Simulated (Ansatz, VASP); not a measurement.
One calculation of In4SbAs3, two programs

```
In Sb As
1.0
     6.30051   -0.00100    0.00041
    -0.00097    6.30381   -0.00017
    -3.14939   -3.15159    6.29335
In Sb As
4 1 3
Direct
  0.38981 0.86838 0.25829
  0.86800 0.39028 0.25815
  0.13200 0.13171 0.74204
  0.61019 0.60964 0.74145
  0.99981 0.00007 0.00013
  0.25010 0.74995 0.50011
  0.75024 0.24970 0.49989
  0.49985 0.50026 0.99994
```

Change from the starting cell: cell x1, atoms moved at random (sigma 0.1 Å) and cell strained at random (1.5 %), then relaxed without symmetry.

Alike in both runs: functional PBE; k mesh 4 × 4 × 4; occupations gaussian, width 0.2 eV; no spin polarisation.

Ansatz relaxed the structure, and its values are those at the end. VASP's run is a single point on that final structure, the one shown.

|  | VASP | Ansatz |
| --- | --- | --- |
| version | VASP 6.6.1 | Ansatz 0.2.0 |
| potentials or method | VASP PAW PBE potentials, release 64 (In_d, Sb, As), cutoff 520 eV | scalar-relativistic, plane waves, PAW |
| valence electrons in the cell | 72 | 112 |

Ansatz gave:

| Quantity | Value |
| --- | --- |
| gap on the k mesh at the Fermi level (eV) | none |
| pressure (GPa) | 0.0 |
| rms of the force components (eV/Å) | 0.003 |

Q: Estimate VASP's values.

A: gap on the k mesh at the Fermi level (eV): none; pressure (GPa): 0.0; rms of the force components (eV/Å): 0.005.

A gap of «none» marks a metal or a gap that the smearing closes. VASP's potentials hold 72 valence electrons a cell and Ansatz's 112, so a difference there can come from the potentials and not from the codes.

Neither program's run includes spin-orbit coupling.
